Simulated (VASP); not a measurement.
# CuI (Imm2) in VASP: single point with r2SCAN

Aim: the single point of CuI with r2SCAN.

All numbers are computed with VASP 6.6.1; they aren't measurements. Logs are shortened: lines on timing, memory, paths and dates and some standing lists are left out, and cuts for length are marked.

### 1 The cell of the first run

The typed cell holds 4 atoms: a = 4.198 Å, b = 5.937 Å, c = 4.200 Å, α = 90.00°, β = 90.00°, γ = 90.00°.

### 2 Single point, r2SCAN

POSCAR reads:

```
CuI
1.0
    4.1979968432      0.0000000000      0.0000000000
    0.0000000000      5.9368641383      0.0000000000
    0.0000000000      0.0000000000      4.2002504750
Cu I
2 2
Direct
    0.0000000000      0.0000000000      0.0000000000
    0.5000000000      0.5000000000      0.5000000000
    0.5000000000      0.2500000000      0.0000000000
    0.0000000000      0.7500000000      0.5000000000
```

INCAR.step1 reads:

```
PREC = Accurate ; ENCUT = 660
ISMEAR = 0 ; SIGMA = 0.02
LREAL = F ; LASPH = T
NELM = 120 ; NBANDS = 26
GGA = PE ; ALGO = Normal
EDIFF = 1E-5 ; LWAVE = T
LCHARG = F ; GGA_COMPAT = F
```

INCAR.step2 reads:

```
PREC = Accurate ; ENCUT = 660
EDIFF = 1E-6 ; ISMEAR = 0
SIGMA = 0.02 ; LREAL = F
LASPH = T ; NELM = 120
ALGO = Normal ; ISIF = 2
LWAVE = F ; LCHARG = F
METAGGA = R2SCAN ; LMIXTAU = T
NBANDS = 26 ; ISTART = 1
GGA_COMPAT = F
```

KPOINTS reads:

```
regular mesh
0
Gamma
  6 6 6
```

Potentials or basis: VASP PAW PBE potentials, release 64 (Cu, I).

Started as:

```bash
cat potpaw_PBE.64/Cu/POTCAR potpaw_PBE.64/I/POTCAR > POTCAR
cp INCAR.step1 INCAR
mpirun -np 1 vasp_std > vasp.out
cp INCAR.step2 INCAR
mpirun -np 1 vasp_std > vasp.out
```

OUTCAR:

```text
PREC = Accurate
   ENCUT = 660
   EDIFF = 1E-6
   ISMEAR = 0
   LREAL = F
   LASPH = T
   NELM = 120
   ISIF = 2
   METAGGA = R2SCAN
   ISTART = 1

 ion  position               nearest neighbor table
   1  0.000  0.000  0.000-   3 2.57   3 2.57   4 2.57   4 2.57
   2  0.500  0.500  0.500-   4 2.57   4 2.57   3 2.57   3 2.57
   3  0.500  0.250  0.000-   1 2.57   1 2.57   2 2.57   2 2.57
   4  0.000  0.750  0.500-   2 2.57   2 2.57   1 2.57   1 2.57

  LATTYP: Found a simple orthorhombic cell.
 ALAT       =     4.1979968432
 B/A-ratio  =     1.0005368350
 C/A-ratio  =     1.4142135785

  Lattice vectors:

 A1 = (  -4.1979968432,   0.0000000000,   0.0000000000)
 A2 = (   0.0000000000,   0.0000000000,   4.2002504750)
 A3 = (   0.0000000000,   5.9368641383,   0.0000000000)

Analysis of symmetry for initial positions (statically):
=====================================================================
 Subroutine PRICEL returns following result:

  LATTYP: Found a body centered orthorhombic cell.
 ALAT       =     4.1979968432
 B/A-ratio  =     1.0005368350
 C/A-ratio  =     1.4142135785

  Lattice vectors:

 A1 = (   2.0989984216,   2.9684320691,   2.1001252375)
 A2 = (  -2.0989984216,   2.9684320692,  -2.1001252375)
 A3 = (  -2.0989984216,  -2.9684320691,   2.1001252375)

   2 primitive cells build up your supercell.

 Routine SETGRP: Setting up the symmetry group for a
 simple orthorhombic supercell.

 Subroutine GETGRP returns: Found  4 space group operations
 (whereof  4 operations were pure point group operations)
 out of a pool of  8 trial point group operations.

The static configuration has the point symmetry C_2v.

Analysis of symmetry for dynamics (positions and initial velocities):
=====================================================================
 Subroutine PRICEL returns following result:

  LATTYP: Found a body centered orthorhombic cell.
 ALAT       =     4.1979968432
 B/A-ratio  =     1.0005368350
 C/A-ratio  =     1.4142135785

  Lattice vectors:

 A1 = (   2.0989984216,   2.9684320691,   2.1001252375)
 A2 = (  -2.0989984216,   2.9684320692,  -2.1001252375)
 A3 = (  -2.0989984216,  -2.9684320691,   2.1001252375)

   2 primitive cells build up your supercell.

 Routine SETGRP: Setting up the symmetry group for a
 simple orthorhombic supercell.

 Subroutine GETGRP returns: Found  4 space group operations
 (whereof  4 operations were pure point group operations)
 out of a pool of  8 trial point group operations.

The dynamic configuration has the point symmetry C_2v.

 Subroutine INISYM returns: Found  4 space group operations
 (whereof  4 operations are pure point group operations),
 and found     2 'primitive' translations

----------------------------------------------------------------------------------------

                                     Primitive cell

  volume of cell :      52.3413

  direct lattice vectors                    reciprocal lattice vectors
     2.098998422  2.968432069  2.100125237     0.000000000  0.168439091  0.238081040
    -2.098998422  2.968432069 -2.100125237    -0.238208850  0.168439091  0.000000000
    -2.098998422 -2.968432069  2.100125237    -0.238208850  0.000000000  0.238081040

  length of vectors
     4.198560389  4.198560389  4.198560389     0.291640719  0.291745066  0.336787823

  position of ions in fractional coordinates (direct lattice)
     0.000000000  0.000000000  0.000000000
     0.250000000  0.750000000  0.500000000

  ion indices of the primitive-cell ions
   primitive index   ion index
                 1           1
                 2           3

----------------------------------------------------------------------------------------

 KPOINTS: regular mesh

Automatic generation of k-mesh.
 Grid dimensions read from file:
 generate k-points for:    6    6    6

 Generating k-lattice:

  Cartesian coordinates                     Fractional coordinates (reciprocal lattice)
     0.039701475  0.000000000  0.000000000     0.166666667  0.000000000  0.000000000
     0.000000000  0.028073182  0.000000000     0.000000000  0.166666667  0.000000000
     0.000000000  0.000000000  0.039680173     0.000000000  0.000000000  0.166666667

  Length of vectors
     0.039701475  0.028073182  0.039680173

  Shift w.r.t. Gamma in fractional coordinates (k-lattice)
     0.000000000  0.000000000  0.000000000

 Subroutine IBZKPT returns following result:
 ===========================================

 Found     64 irreducible k-points:

 Following reciprocal coordinates:
            Coordinates               Weight
  0.000000  0.000000  0.000000      1.000000
  0.166667  0.000000  0.000000      2.000000
  0.333333  0.000000  0.000000      2.000000
  0.500000  0.000000  0.000000      1.000000
  0.000000  0.166667  0.000000      2.000000
  0.166667  0.166667  0.000000      4.000000
[... 16 lines left out ...]
  0.333333  0.166667  0.166667      8.000000
  0.500000  0.166667  0.166667      4.000000
 [... further k-points ...]
   k-points           NKPTS =     64   k-points in BZ     NKDIM =     64   number of bands    NBANDS=     26
   number of dos      NEDOS =    301   number of ions     NIONS =      4
   total plane-waves  NPLWV =  64800
   dimension x,y,z NGX =    36 NGY =   50 NGZ =   36
   dimension x,y,z NGXF=    72 NGYF=  100 NGZF=   72
   ions per type =               2   2
   NGX,Y,Z   is equivalent  to a cutoff of  14.26, 14.00, 14.25 a.u.
   NGXF,Y,Z  is equivalent  to a cutoff of  28.51, 28.00, 28.50 a.u.
 SYSTEM =  unknown system
   PREC   = accura    normal or accurate (medium, high low for compatibility)
   ISTART =      1    job   : 0-new  1-cont  2-samecut
   ICHARG =      0    charge: 1-file 2-atom 10-const
   ISPIN  =      1    spin polarized calculation?
   LNONCOLLINEAR =      F non collinear calculations
   LSORBIT =      F    spin-orbit coupling
   LASPH  =      T    aspherical Exc in radial PAW
   ENCUT  =  660.0 eV  48.51 Ry    6.96 a.u.   8.79 12.44  8.80*2*pi/ulx,y,z
   NELM   =    120;   NELMIN=  2; NELMDL=  0     # of ELM steps
   EDIFF  = 0.1E-05   stopping-criterion for ELM
   LREAL  =      F    real-space projection
[... 7 lines left out ...]
   TEBEG  =    0.0;   TEEND  =   0.0 temperature during run
   PSTRESS=    0.0 pullay stress
   NELECT =      36.0000    total number of electrons
   NUPDOWN=      -1.0000    fix difference up-down
   EMIN   =  10.00;   EMAX   =-10.00  energy-range for DOS
   EFERMI =   0.00;   METHOD = LEGACY
   ISMEAR =     0;   SIGMA  =   0.02  broadening in eV -4-tet -1-fermi 0-gaus
   EFERMI_NEDOS =   21; number of points for ismear=-14 and -15
   IALGO  =     38    algorithm
   IMIX   =      4    mixing-type and parameters
     AMIX     =   0.40;   BMIX     =  1.00
     AMIX_MAG =   1.60;   BMIX_MAG =  1.00
  volume/ion in A,a.u.               =      26.17       176.61
  Fermi-wavevector in a.u.,A,eV,Ry     =   1.146967  2.167453 17.898912  1.315533
  Thomas-Fermi vector in A             =   2.283649
   LORBIT       =      0    0 simple, 1 ext, 2 COOP (PROOUT), +10 PAW based schemes
   METAGGA = R2SCAN    functional components
   LHFCALC =     F    Hartree Fock is set to
   AEXX    =    0.0000 exact exchange contribution
   IVDW    =     0    specifies the selected vdW correction
   LEPSILON=     F    determine dielectric tensor
   LRPA    =     F    only Hartree local field effects (RPA)
 non-spin polarized calculation
 Gauss-broadening in eV      SIGMA  =   0.02
  energy-cutoff  :      660.00
  volume of cell :      104.68
 maximum number of plane-waves:      4088
 NGX is ok and might be reduce to    36
   NGX = 17   NGY = 25   NGZ = 17

 number of electron      36.0000000 magnetization

 Free energy of the ion-electron system (eV)
  ---------------------------------------------------
  ext. energy  EPLUGINS =         0.00000000
  ---------------------------------------------------
  free energy    TOTEN  =       -71.56616309 eV

  energy without entropy =      -71.56616309  energy(sigma->0) =      -71.56616309

 E-fermi :   5.0766     XC(G=0):  -9.7612

 val. band max:        4.9606238610   @ k =   0.0000   0.0000   0.0000
 cond. band min:       6.7667736843   @ k =   0.0000   0.0000   0.0000
 fundamental gap:      1.8061498233
 Fermi energy:         5.0766184482

 k-point     1 :       0.0000    0.0000    0.0000
  band No.  band energies     occupation
      1      -9.9207      2.00000
      2      -9.0061      2.00000
      3      -1.2075      2.00000
      4       0.7537      2.00000
      5       0.7551      2.00000
      6       0.8604      2.00000
[... 18 lines left out ...]
     25      13.7213      0.00000
     26      15.0691      0.00000

 k-point     2 :       0.1667    0.0000    0.0000
  band No.  band energies     occupation
      1      -9.8169      2.00000
      2      -9.0082      2.00000
      3      -1.0385      2.00000
      4       0.3522      2.00000
      5       0.5289      2.00000
      6       0.7860      2.00000
[... 18 lines left out ...]
     25      13.8067      0.00000
     26      13.9215      0.00000

 k-point     3 :       0.3333    0.0000    0.0000
  band No.  band energies     occupation
      1      -9.5516      2.00000
      2      -9.0636      2.00000
      3      -0.6924      2.00000
      4      -0.1651      2.00000
      5      -0.1601      2.00000
      6       0.6735      2.00000
[... 18 lines left out ...]
     25      12.6088      0.00000
     26      12.6539      0.00000

 k-point     4 :       0.5000    0.0000    0.0000
  band No.  band energies     occupation
      1      -9.2537      2.00000
      2      -9.2537      2.00000
      3      -0.6285      2.00000
      4      -0.6285      2.00000
      5       0.2334      2.00000
      6       0.2334      2.00000
[... 18 lines left out ...]
     25      11.5377      0.00000
     26      11.5377      0.00000
[... 496 lines left out ...]
      1      -9.6741      2.00000
      2      -9.0552      2.00000
      3      -0.8454      2.00000
      4       0.1474      2.00000
      5       0.2131      2.00000
      6       0.7240      2.00000
[... 18 lines left out ...]
     25      11.5088      0.00000
     26      13.0767      0.00000

 k-point    23 :       0.3333    0.1667    0.1667
  band No.  band energies     occupation
      1      -9.4384      2.00000
      2      -9.0638      2.00000
      3      -0.7734      2.00000
      4      -0.4307      2.00000
      5       0.0089      2.00000
      6       0.7491      2.00000
[... 18 lines left out ...]
     25      11.8068      0.00000
     26      12.9619      0.00000

 k-point    24 :       0.5000    0.1667    0.1667
  band No.  band energies     occupation
      1      -9.1920      2.00000
      2      -9.1920      2.00000
      3      -0.8334      2.00000
      4      -0.8334      2.00000
      5       0.4212      2.00000
      6       0.4212      2.00000
[... 18 lines left out ...]
     25      12.5140      0.00000
     26      12.5140      0.00000

 [... further k-points ...]

------------------------ aborting loop because EDIFF is reached ----------------------------------------

  FORCE on cell =-STRESS in cart. coord.  units (eV):
  Direction    XX          YY          ZZ          XY          YZ          ZX
  --------------------------------------------------------------------------------------
  -------------------------------------------------------------------------------------
  Total        1.3688963      1.3455211      1.3364054      0.0000000      0.0000000      0.0000000
  in kB       20.9510954     20.5933347     20.4538181      0.0000000      0.0000000      0.0000000
  external PRESSURE =      20.6660827 kB  Pullay stress =       0.0000000 kB

 VOLUME and BASIS-vectors are now :
 -----------------------------------------------------------------------------
  energy-cutoff  :      660.00
  volume of cell :      104.68
      direct lattice vectors                 reciprocal lattice vectors
     4.197996843  0.000000000  0.000000000     0.238208850  0.000000000  0.000000000
     0.000000000  5.936864138  0.000000000     0.000000000  0.168439091  0.000000000
     0.000000000  0.000000000  4.200250475     0.000000000  0.000000000  0.238081040

 POSITION                                       TOTAL-FORCE (eV/Angst)
 -----------------------------------------------------------------------------------
      0.00000      0.00000      0.00000        -0.000000     -0.002631      0.000000
      2.09900      2.96843      2.10013         0.000000     -0.002631     -0.000000
      2.09900      1.48422      0.00000        -0.000000      0.002631      0.000000
      0.00000      4.45265      2.10013        -0.000000      0.002631      0.000000
 -----------------------------------------------------------------------------------
    total drift:                                0.000000     -0.000058      0.000000

  FREE ENERGIE OF THE ION-ELECTRON SYSTEM (eV)
  ---------------------------------------------------
  free  energy   TOTEN  =       -71.5661630906 eV

  energy  without entropy=      -71.5661630906  energy(sigma->0) =      -71.56616309
```

It took 5.5 min on 1 thread of Intel Xeon Platinum 8488C (Sapphire Rapids), shared host; peak memory 0.41 GiB.

What came out:

```yaml
Free_energy: -71.5662 eV
Pressure: 2.1 GPa
Band_gap_on_the_k_mesh: 1.81 eV
```

Forces in eV/Å, atoms in the order of the input:
```
Cu   0.000 -0.003  0.000
Cu   0.000 -0.003  0.000
I    0.000  0.003  0.000
I    0.000  0.003  0.000
```

Caveat: the PAW data sets were made with another functional, which shifts forces and pressure a little; spin-orbit coupling is left out, which moves the levels of the heavy elements.
